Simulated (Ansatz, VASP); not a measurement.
## Os: VASP beside Ansatz

```
Os
1.0
     0.00000    2.73633    2.73633
     2.73633    0.00000    2.73633
     2.73633    2.73633    0.00000
Os
2
Direct
  0.12500 0.12500 0.12500
  0.87500 0.87500 0.87500
```

Alike in both runs: task single point; functional LDA; k mesh 11 × 11 × 11; occupations fermi-dirac, width 0.1 eV; no spin polarisation.

```csv
,VASP,Ansatz
version,VASP 6.6.1,Ansatz 0.2.0
potentials or method,"VASP PAW LDA potentials, release 64 (Os_sv_GW), cutoff 560 eV","plane waves (420 eV) with PAW, scalar-relativistic"
valence electrons in the cell,32,32
```

VASP gave:

```
pressure (GPa) : 0.3
```

Problem. What did Ansatz give for the same quantities?

Solution. Pressure (GPa): 0.0.

Ansatz warns that its potentials were made for another functional, while VASP's fit it. LDA's correlation is that of Perdew and Zunger in VASP and of Perdew and Wang (1992) in Ansatz.

Spin-orbit coupling is off throughout.
